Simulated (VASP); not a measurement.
SiP5: single point with PBE

The system is SiP5.

```xyz
6
Lattice="4.2571 0.0000 0.0000 -2.1285 3.6867 0.0000 0.0000 0.0000 5.5683" Properties=species:S:1:pos:R:3 pbc="T T T"
Si    0.0000    0.0000    2.7842
P     0.0000    2.4578    1.4663
P     0.0000    2.4578    4.1020
P     2.1285    1.2289    4.1020
P     2.1285    1.2289    1.4663
P     0.0000    0.0000    0.0000
```

- Program: VASP 6.6.1
- Task: single point
- Functional: PBE
- Potentials or basis: VASP PAW PBE potentials, release 64 (Si, P)
- Cutoff: 500 eV
- k mesh: 4 × 4 × 3
- Occupations: gaussian, width 0.2 eV
- Spin: no spin polarisation
- Dipole correction: no
- Further INCAR settings: ALGO = Normal; EDIFF = 1e-06; NBANDS = 24

| Quantity | Value |
| --- | --- |
| Pressure | -0.4 GPa |
| Largest force | 0.055 eV/Å |

Forces on the atoms (eV/Å):
```
Si   0.000  0.000  0.000
P    0.000  0.000 -0.055
P    0.000  0.000  0.055
P    0.000  0.000  0.055
P    0.000  0.000 -0.055
P    0.000  0.000  0.000
```

Stress tensor (GPa, compression positive):
```
-0.46  0.00  0.00
 0.00 -0.46  0.00
 0.00  0.00 -0.18
```

Levels at points of the mesh, in eV from the Fermi level:
```
           k point  band 11  band 12  band 13  band 14  band 15  band 16  band 17  band 18  band 19  band 20
(0.00, 0.00, 0.00)    -3.32    -3.32    -1.74    -1.62    -1.40    -0.29    -0.29    -0.11    -0.11     0.91
(0.50, 0.00, 0.00)    -3.33    -1.52     0.71     1.13     2.19     2.24     2.48     2.66     3.05     3.84
```

Run time: 26 s on 1 thread of Intel Xeon 8259CL (shared host), peak memory 0.19 GiB.

Caveat: the k points lie up to 0.43 Å⁻¹ apart.
